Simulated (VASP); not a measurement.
# HgTe (Fm-3m) in VASP: notebook

Aim: see how the results for HgTe move with the level of theory and the settings. Levels: PBE+D3(BJ), PBE. Tasks: single point.

All numbers are computed with VASP 6.6.1; they aren't measurements. Logs are shortened: lines on timing, memory, paths and dates and some standing lists are left out, and cuts for length are marked.

**1. The cell of the first run**

The structure is cubic, space group Fm-3m (No. 225). Conventional cell: a = 6.154 Å, b = 6.154 Å, c = 6.154 Å, α = 90.00°, β = 90.00°, γ = 90.00°. Hg (site symmetry m-3m) has 6 Te at 3.08 Å within 4.1 Å. Within 4.1 Å of Te (site symmetry m-3m) lie 6 Hg at 3.08 Å.

**2. Single point, PBE+D3(BJ)**

INCAR reads:

```
SYSTEM = HgTe
PREC = Accurate
ENCUT = 520
EDIFF = 1E-6
ISMEAR = 0
SIGMA = 0.1
LREAL = .FALSE.
LASPH = .TRUE.
NELM = 80
ALGO = Normal
ISIF = 2
LWAVE = .FALSE.
LCHARG = .TRUE.
GGA = PE
IVDW = 12
LELF = .TRUE.
LVHAR = .TRUE.
NBANDS = 16
NELECT = 17.9
```

KPOINTS reads:

```
regular mesh
0
G
  4 4 4
  0 0 0
```

POSCAR reads:

```
HgTe
1.0
    0.0000000000      3.0771170000      3.0771170000
    3.0771170000      0.0000000000      3.0771170000
    3.0771170000      3.0771170000      0.0000000000
Hg Te
1 1
Direct
    0.0000000000      0.0000000000      0.0000000000
    0.5000000000      0.5000000000      0.5000000000
```

Potentials or basis: VASP PAW PBE potentials, release 64 (Hg, Te).

Run with:

```console
$ cat potpaw_PBE.64/Hg/POTCAR potpaw_PBE.64/Te/POTCAR > POTCAR
$ mpirun -np 1 vasp_std > vasp.out
```

OUTCAR:

```text
SYSTEM = HgTe
   PREC = Accurate
   ENCUT = 520
   EDIFF = 1E-6
   ISMEAR = 0
   LREAL = .FALSE.
   LASPH = .TRUE.
   NELM = 80
   ISIF = 2
   GGA = PE
   IVDW = 12
   NELECT = 17.9
 IVDW          = 12

 ion  position               nearest neighbor table
   1  0.000  0.000  0.000-   2 3.08   2 3.08   2 3.08   2 3.08   2 3.08   2 3.08
   2  0.500  0.500  0.500-   1 3.08   1 3.08   1 3.08   1 3.08   1 3.08   1 3.08

  LATTYP: Found a face centered cubic cell.
 ALAT       =     6.1542340000

  Lattice vectors:

 A1 = (   0.0000000000,   3.0771170000,   3.0771170000)
 A2 = (   3.0771170000,   0.0000000000,   3.0771170000)
 A3 = (   3.0771170000,   3.0771170000,   0.0000000000)

Analysis of symmetry for initial positions (statically):
=====================================================================
 Subroutine PRICEL returns:
 Original cell was already a primitive cell.

 Routine SETGRP: Setting up the symmetry group for a
 face centered cubic supercell.

 Subroutine GETGRP returns: Found 48 space group operations
 (whereof 48 operations were pure point group operations)
 out of a pool of 48 trial point group operations.

The static configuration has the point symmetry O_h .

Analysis of symmetry for dynamics (positions and initial velocities):
=====================================================================
 Subroutine PRICEL returns:
 Original cell was already a primitive cell.

 Routine SETGRP: Setting up the symmetry group for a
 face centered cubic supercell.

 Subroutine GETGRP returns: Found 48 space group operations
 (whereof 48 operations were pure point group operations)
 out of a pool of 48 trial point group operations.

The dynamic configuration has the point symmetry O_h .

 Subroutine INISYM returns: Found 48 space group operations
 (whereof 48 operations are pure point group operations),
 and found     1 'primitive' translations

----------------------------------------------------------------------------------------

                                     Primitive cell

  volume of cell :      58.2723

  direct lattice vectors                    reciprocal lattice vectors
     0.000000000  3.077117000  3.077117000    -0.162489759  0.162489759  0.162489759
     3.077117000  0.000000000  3.077117000     0.162489759 -0.162489759  0.162489759
     3.077117000  3.077117000  0.000000000     0.162489759  0.162489759 -0.162489759

  length of vectors
     4.351700594  4.351700594  4.351700594     0.281440518  0.281440518  0.281440518

  position of ions in fractional coordinates (direct lattice)
     0.000000000  0.000000000  0.000000000
     0.500000000  0.500000000  0.500000000

  ion indices of the primitive-cell ions
   primitive index   ion index
                 1           1
                 2           2

----------------------------------------------------------------------------------------

 KPOINTS: regular mesh

Automatic generation of k-mesh.
 Grid dimensions read from file:
 generate k-points for:    4    4    4

 Generating k-lattice:

  Cartesian coordinates                     Fractional coordinates (reciprocal lattice)
    -0.040622440  0.040622440  0.040622440     0.250000000  0.000000000  0.000000000
     0.040622440 -0.040622440  0.040622440     0.000000000  0.250000000  0.000000000
     0.040622440  0.040622440 -0.040622440     0.000000000  0.000000000  0.250000000

  Length of vectors
     0.070360130  0.070360130  0.070360130

  Shift w.r.t. Gamma in fractional coordinates (k-lattice)
     0.000000000  0.000000000  0.000000000

 Subroutine IBZKPT returns following result:
 ===========================================

 Found      8 irreducible k-points:

 Following reciprocal coordinates:
            Coordinates               Weight
  0.000000  0.000000  0.000000      1.000000
  0.250000  0.000000  0.000000      8.000000
  0.500000  0.000000  0.000000      4.000000
  0.250000  0.250000  0.000000      6.000000
  0.500000  0.250000  0.000000     24.000000
 -0.250000  0.250000  0.000000     12.000000
  0.500000  0.500000  0.000000      3.000000
 -0.250000  0.500000  0.250000      6.000000
   k-points           NKPTS =      8   k-points in BZ     NKDIM =      8   number of bands    NBANDS=     16
   number of dos      NEDOS =    301   number of ions     NIONS =      2
   total plane-waves  NPLWV =  32768
   dimension x,y,z NGX =    32 NGY =   32 NGZ =   32
   dimension x,y,z NGXF=    64 NGYF=   64 NGZF=   64
   ions per type =               1   1
   NGX,Y,Z   is equivalent  to a cutoff of  12.22, 12.22, 12.22 a.u.
   NGXF,Y,Z  is equivalent  to a cutoff of  24.45, 24.45, 24.45 a.u.
 SYSTEM =  HgTe
   PREC   = accura    normal or accurate (medium, high low for compatibility)
   ISTART =      0    job   : 0-new  1-cont  2-samecut
   ICHARG =      2    charge: 1-file 2-atom 10-const
   ISPIN  =      1    spin polarized calculation?
   LNONCOLLINEAR =      F non collinear calculations
   LSORBIT =      F    spin-orbit coupling
   LASPH  =      T    aspherical Exc in radial PAW
   ENCUT  =  520.0 eV  38.22 Ry    6.18 a.u.   8.09  8.09  8.09*2*pi/ulx,y,z
   NELM   =     80;   NELMIN=  2; NELMDL= -5     # of ELM steps
   EDIFF  = 0.1E-05   stopping-criterion for ELM
   LREAL  =      F    real-space projection
   EDIFFG = 0.1E-04   stopping-criterion for IOM
   NSW    =      0    number of steps for IOM
   IBRION =     -1    ionic relax: 0-MD 1-quasi-New 2-CG
   NFREE  =      0    steps in history (QN), initial steepest desc. (CG)
   ISIF   =      2    stress and relaxation
   ISYM   =      2    0-nonsym 1-usesym 2-fastsym
   POTIM  = 0.5000    time-step for ionic-motion
   TEBEG  =    0.0;   TEEND  =   0.0 temperature during run
   PSTRESS=    0.0 pullay stress
   NELECT =      17.9000    total number of electrons
   NUPDOWN=      -1.0000    fix difference up-down
   EMIN   =  10.00;   EMAX   =-10.00  energy-range for DOS
   EFERMI =   0.00;   METHOD = LEGACY
   ISMEAR =     0;   SIGMA  =   0.10  broadening in eV -4-tet -1-fermi 0-gaus
   EFERMI_NEDOS =   21; number of points for ismear=-14 and -15
   IALGO  =     38    algorithm
   IMIX   =      4    mixing-type and parameters
     AMIX     =   0.40;   BMIX     =  1.00
     AMIX_MAG =   1.60;   BMIX_MAG =  1.00
  volume/ion in A,a.u.               =      29.14       196.62
  Fermi-wavevector in a.u.,A,eV,Ry     =   1.104600  2.087392 16.601038  1.220142
  Thomas-Fermi vector in A             =   2.241075
   LORBIT       =      0    0 simple, 1 ext, 2 COOP (PROOUT), +10 PAW based schemes
   GGA     = PE    functional components
   LHFCALC =     F    Hartree Fock is set to
   AEXX    =    0.0000 exact exchange contribution
   IVDW    =    12    specifies the selected vdW correction
   LEPSILON=     F    determine dielectric tensor
   LRPA    =     F    only Hartree local field effects (RPA)
 non-spin polarized calculation
 Gauss-broadening in eV      SIGMA  =   0.10
  energy-cutoff  :      520.00
  volume of cell :       58.27
 maximum number of plane-waves:      1588
   NGX = 17   NGY = 17   NGZ = 17

 number of electron      17.8999999 magnetization

 Free energy of the ion-electron system (eV)
  ---------------------------------------------------
  ext. energy  EPLUGINS =         0.00000000
  ---------------------------------------------------
  free energy    TOTEN  =        -3.60639839 eV

  energy without entropy =       -3.59979669  energy(sigma->0) =       -3.60309754

 E-fermi :   4.3368     XC(G=0):  -9.6957

 val. band max:        4.2107616807   @ k =  -0.2500   0.2500   0.0000
 cond. band min:       4.4098812012   @ k =   0.5000   0.0000   0.0000
 fundamental gap:      0.1991195204
 Fermi energy:         4.3367785960

 k-point     1 :       0.0000    0.0000    0.0000
  band No.  band energies     occupation
      1      -7.6709      2.00000
      2      -2.5719      2.00000
      3      -2.5719      2.00000
      4      -2.5179      2.00000
      5      -2.5179      2.00000
      6      -2.5179      2.00000
[... 8 lines left out ...]
     15      11.8233      0.00000
     16      11.8233      0.00000

 k-point     2 :       0.2500    0.0000    0.0000
  band No.  band energies     occupation
      1      -7.1880      2.00000
      2      -2.7280      2.00000
      3      -2.7280      2.00000
      4      -2.5968      2.00000
      5      -2.4457      2.00000
      6      -2.4457      2.00000
[... 8 lines left out ...]
     15      12.9589      0.00000
     16      12.9589      0.00000

 k-point     3 :       0.5000    0.0000    0.0000
  band No.  band energies     occupation
      1      -6.5114      2.00000
      2      -2.9071      2.00000
      3      -2.8771      2.00000
      4      -2.8771      2.00000
      5      -2.3660      2.00000
      6      -2.3660      2.00000
[... 8 lines left out ...]
     15      15.0176      0.00000
     16      15.0176      0.00000

 k-point     4 :       0.2500    0.2500    0.0000
  band No.  band energies     occupation
      1      -7.1139      2.00000
      2      -2.7905      2.00000
      3      -2.5791      2.00000
      4      -2.5279      2.00000
      5      -2.4346      2.00000
      6      -2.4346      2.00000
[... 8 lines left out ...]
     15      15.1768      0.00000
     16      15.1773      0.00000

 k-point     5 :       0.5000    0.2500    0.0000
  band No.  band energies     occupation
      1      -6.6166      2.00000
      2      -2.6928      2.00000
      3      -2.6401      2.00000
      4      -2.5578      2.00000
      5      -2.3396      2.00000
      6      -2.2908      2.00000
[... 8 lines left out ...]
     15      15.4673      0.00000
     16      15.9249      0.00000

 k-point     6 :      -0.2500    0.2500    0.0000
  band No.  band energies     occupation
      1      -6.6940      2.00000
      2      -2.8341      2.00000
      3      -2.8233      2.00000
      4      -2.5490      2.00000
      5      -2.4022      2.00000
      6      -2.3252      2.00000
[... 8 lines left out ...]
     15      14.5375      0.00000
     16      15.1894      0.00000

 k-point     7 :       0.5000    0.5000    0.0000
  band No.  band energies     occupation
      1      -6.6991      2.00000
      2      -2.6397      2.00000
      3      -2.4833      2.00000
      4      -2.2982      2.00000
      5      -2.2982      2.00000
      6      -1.7441      2.00000
[... 8 lines left out ...]
     15      16.9461      0.00000
     16      16.9465      0.00000

 k-point     8 :      -0.2500    0.5000    0.2500
  band No.  band energies     occupation
      1      -6.5470      2.00000
      2      -2.7568      2.00000
      3      -2.5241      2.00000
      4      -2.5241      2.00000
      5      -2.2982      2.00000
      6      -1.8843      2.00000
[... 8 lines left out ...]
     15      14.6130      0.00000
     16      16.9239      0.00000

------------------------ aborting loop because EDIFF is reached ----------------------------------------

 Edisp (eV)   -0.86018

 E8    (eV) :    -0.3947

  FORCE on cell =-STRESS in cart. coord.  units (eV):
  Direction    XX          YY          ZZ          XY          YZ          ZX
  --------------------------------------------------------------------------------------
  -------------------------------------------------------------------------------------
  Total      -1.65433    -1.65433    -1.65433     0.00000    -0.00000     0.00000
  in kB     -45.48529   -45.48529   -45.48529     0.00000    -0.00000     0.00000
  external pressure =      -45.49 kB  Pullay stress =        0.00 kB

 VOLUME and BASIS-vectors are now :
 -----------------------------------------------------------------------------
  energy-cutoff  :      520.00
  volume of cell :       58.27
      direct lattice vectors                 reciprocal lattice vectors
     0.000000000  3.077117000  3.077117000    -0.162489759  0.162489759  0.162489759
     3.077117000  0.000000000  3.077117000     0.162489759 -0.162489759  0.162489759
     3.077117000  3.077117000  0.000000000     0.162489759  0.162489759 -0.162489759

 POSITION                                       TOTAL-FORCE (eV/Angst)
 -----------------------------------------------------------------------------------
      0.00000      0.00000      0.00000         0.000000      0.000000      0.000000
      3.07712      3.07712      3.07712         0.000000      0.000000     -0.000000
 -----------------------------------------------------------------------------------
    total drift:                                0.000000     -0.000000     -0.000000

  FREE ENERGIE OF THE ION-ELECTRON SYSTEM (eV)
  ---------------------------------------------------
  free  energy   TOTEN  =        -4.4665815093 eV

  energy  without entropy=       -4.4599798163  energy(sigma->0) =       -4.46328066
```

It took 8.6 s on 1 thread of Intel Xeon Platinum 8259CL at 2.50GHz (Skylake/Cascade Lake), shared host; peak memory 0.18 GiB.

What came out:

```yaml
Free_energy: -4.4666 eV
Dispersion_energy_per_atom: -0.430 eV
```

Caveat: the k points lie up to 0.44 Å⁻¹ apart; the cell carries a net charge on a neutralising background, which shifts energy and pressure; the cell is charged against a uniform background, so pressure and absolute levels hang on convention; three body term missing; spin-orbit coupling is left out, which moves the levels of the heavy elements; pairwise dispersion overbinds metals, which lowers pressure and volume.

**3. Single point, PBE**

INCAR reads:

```
SYSTEM = HgTe
ALGO     = Normal         ! electronic algorithm
EDIFF    = 1E-6           ! SCF threshold, eV
ENCUT    = 520            ! plane-wave cutoff, eV
GGA      = PE             ! functional
ISIF     = 2              ! what is computed and relaxed
ISMEAR   = 0              ! smearing method
ISYM     = 0            
LASPH    = .TRUE.         ! aspherical terms in the spheres
LCHARG   = .FALSE.        ! write CHGCAR
LREAL    = .FALSE.        ! projectors in reciprocal space
LWAVE    = .FALSE.        ! write WAVECAR
NBANDS   = 16             ! bands
NELM     = 80             ! most SCF steps
PREC     = Accurate       ! precision mode
SIGMA    = 0.1            ! smearing width, eV
```

KPOINTS reads:

```
k-points
0
G
  4 4 1
  0 0 0
```

POSCAR is that of step 2.

Potentials or basis: VASP PAW PBE potentials, release 64 (Hg, Te).

Run with:

```console
$ cat potpaw_PBE.64/Hg/POTCAR potpaw_PBE.64/Te/POTCAR > POTCAR
$ mpirun -np 1 vasp_std > vasp.out
```

Run time: 9.3 s. Hardware: 1 thread of Intel Xeon Platinum 8259CL at 2.50GHz (Skylake/Cascade Lake), shared host; peak memory 0.17 GiB.

The run converged, but its numbers aren't listed here, since they failed a check.

Caveat: the k points lie up to 1.77 Å⁻¹ apart; spin-orbit coupling is left out, which moves the levels of the heavy elements.

**4. Single point, PBE**

This run uses another cell than the first one, of 33.51 Å³/atom, 1.150 times its volume.

INCAR reads:

```
SYSTEM = HgTe
ALGO = Normal
EDIFF = 1E-6
ENCUT = 520
GGA = PE
ISIF = 2
ISMEAR = 0
LASPH = .TRUE.
LCHARG = .TRUE.
LELF = .TRUE.
LREAL = .FALSE.
LVHAR = .TRUE.
LWAVE = .FALSE.
NBANDS = 16
NELM = 80
PREC = Accurate
SIGMA = 0.1
```

KPOINTS reads:

```
k-points
0
G
  4 4 4
  0 0 0
```

POSCAR reads:

```
HgTe
1.0
    0.0000000000      3.2238633348      3.2238633348
    3.2238633348      0.0000000000      3.2238633348
    3.2238633348      3.2238633348      0.0000000000
Hg Te
1 1
Direct
    0.0000000000      0.0000000000      0.0000000000
    0.5000000000      0.5000000000      0.5000000000
```

Run with:

```console
$ cat potpaw_PBE.64/Hg/POTCAR potpaw_PBE.64/Te/POTCAR > POTCAR
$ mpirun -np 1 vasp_std > vasp.out
```

Run time: 11 s. Hardware: 1 thread of Intel Xeon Platinum 8259CL at 2.50GHz (Skylake/Cascade Lake), shared host; peak memory 0.2 GiB.

The run converged. Its results:

| Property | Result |
| --- | --- |
| Free energy | -3.0809 eV |
| Pressure | -3.7 GPa |
| Band gap on the k mesh | zero (band 9 reaches 2.91 eV, above the bottom of band 10 at 1.09 eV) |

Levels at points of the mesh, in eV from the Fermi level:
```
           k point  band 7  band 8  band 9  band 10  band 11  band 12
(0.00, 0.00, 0.00)   -1.72   -0.62   -0.62    -0.62     7.12     7.12
(0.50, 0.00, 0.00)   -5.03   -0.01   -0.01     2.61     2.67     3.93
(0.50, 0.50, 0.00)   -3.42   -2.76   -1.83    -1.83     4.89     8.06
```

Caveat: the k points lie up to 0.42 Å⁻¹ apart; spin-orbit coupling is left out, which moves the levels of the heavy elements.

**5. Single point, PBE, collinear spin, ferromagnetic start**

INCAR reads:

```
SYSTEM = HgTe
PREC = Accurate
ENCUT = 520
EDIFF = 1E-6
ISMEAR = 0
SIGMA = 0.1
LREAL = .FALSE.
LASPH = .TRUE.
NELM = 150
ALGO = Normal
ISIF = 2
LWAVE = .FALSE.
LCHARG = .TRUE.
ISPIN = 2
MAGMOM = 0.11 0.71
LORBIT = 11
GGA = PE
LELF = .TRUE.
LVHAR = .TRUE.
NBANDS = 20
```

KPOINTS reads:

```
Automatic mesh
0
G
  2 2 2
  0 0 0
```

POSCAR reads:

```
HgTe
1.0
    0.0000000000      3.0771170000      3.0771170000
    3.0771170000      0.0000000000      3.0771170000
    3.0771170000      3.0771170000      0.0000000000
Hg Te
1 1
Direct
    0.0000000000      0.0000000000      0.0000000000
    0.5000000000      0.5000000000      0.5000000000
```

Run with:

```console
$ cat potpaw_PBE.64/Hg/POTCAR potpaw_PBE.64/Te/POTCAR > POTCAR
$ mpirun -np 1 vasp_std > vasp.out
```

Run time: 14 s. Hardware: 1 thread of Intel Xeon Platinum 8259CL at 2.50GHz (Skylake/Cascade Lake), shared host; peak memory 0.19 GiB.

The run converged. Its results:

```yaml
Free_energy: -2.7640 eV
Pressure: 5.9 GPa
Net_moment: 1.00 μB per cell
Site_moments: Hg +0.10; Te +0.56 μB
Valence_electrons_inside_the_program's_atomic_spheres: Hg 10.45; Te 3.35
```

Levels at points of the mesh, in eV from the Fermi level:
Spin up:
| k point | band 7 | band 8 | band 9 | band 10 | band 11 | band 12 | band 13 | band 14 |
| --- | --- | --- | --- | --- | --- | --- | --- | --- |
| (0.00, 0.00, 0.00) | -1.38 | -1.22 | -1.22 | -1.22 | 7.15 | 7.15 | 7.15 | 7.36 |
| (0.50, 0.00, 0.00) | -5.76 | -0.32 | -0.32 | 2.32 | 3.11 | 3.63 | 3.63 | 9.94 |
| (0.50, 0.50, 0.00) | -4.56 | -3.01 | -2.68 | -2.68 | 4.49 | 8.63 | 8.63 | 9.11 |
Spin down:
| k point | band 8 | band 9 | band 10 | band 11 | band 12 | band 13 |
| --- | --- | --- | --- | --- | --- | --- |
| (0.00, 0.00, 0.00) | -0.60 | -0.60 | -0.60 | 7.44 | 7.44 | 7.44 |
| (0.50, 0.00, 0.00) | 0.32 | 0.32 | 2.49 | 3.46 | 3.77 | 3.77 |
| (0.50, 0.50, 0.00) | -2.98 | -2.16 | -2.16 | 4.79 | 8.82 | 8.82 |

Caveat: the k points lie up to 0.88 Å⁻¹ apart; spin-orbit coupling is left out, which moves the levels of the heavy elements.

(Continued in part 2 of 2.)
